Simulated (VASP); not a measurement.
Set up this calculation in VASP 6.6.1, as the native input.

```yaml
Task: single point
Functional: PBE
Potentials_or_basis: VASP PAW PBE potentials, release 64 (W_sv, Se)
Cutoff: 520 eV
k_mesh: 12 × 12 × 2
Occupations: methfessel-paxton, width 0.05 eV
Spin: no spin polarisation
Dipole_correction: no
Further_INCAR_settings: ALGO = Normal; EDIFF = 1e-06; NBANDS = 20
```

The structure of WSe2 lies in POSCAR:

```
WSe2
1.0
    3.3179375931      0.0000000000      0.0000000000
   -1.6589687966      2.8734182438      0.0000000000
    0.0000000000      0.0000000000     16.6581424200
W Se
1 2
Direct
    0.0000000000      0.0000000000      0.0000000000
    0.3333333333      0.6666666667      0.0997865200
    0.3333333333      0.6666666667      0.9002134800
```

These files were run (other wordings do the same):

INCAR

```
SYSTEM = WSe2
ALGO     = Normal         ! electronic algorithm
EDIFF    = 1E-6           ! SCF threshold, eV
ENCUT    = 520            ! plane-wave cutoff, eV
GGA      = PE             ! functional
ISIF     = 2              ! what is computed and relaxed
ISMEAR   = 1              ! smearing method
LASPH    = .TRUE.         ! aspherical terms in the spheres
LCHARG   = .FALSE.        ! write CHGCAR
LREAL    = .FALSE.        ! projectors in reciprocal space
LWAVE    = .FALSE.        ! write WAVECAR
NBANDS   = 20             ! bands
NELM     = 60             ! most SCF steps
PREC     = Accurate       ! precision mode
SIGMA    = 0.05           ! smearing width, eV
```

KPOINTS

```
k-points
0
G
  12 12 2
  0 0 0
```

Potentials or basis: VASP PAW PBE potentials, release 64 (W_sv, Se).

The run is started by

```console
$ cat potpaw_PBE.64/W_sv/POTCAR potpaw_PBE.64/Se/POTCAR > POTCAR
$ mpirun -np 1 vasp_std > vasp.out
```

Results of the run:

```
Largest force          : 0.339 eV/Å
Band gap on the k mesh : 1.52 eV
```

Caveat: spin-orbit coupling is left out, which moves the levels of the heavy elements.

It took 3 min on 1 thread of Intel(R) Xeon(R) Platinum 8375C CPU @ 2.90GHz (Ice Lake) (shared host), peak memory 0.36 GiB.
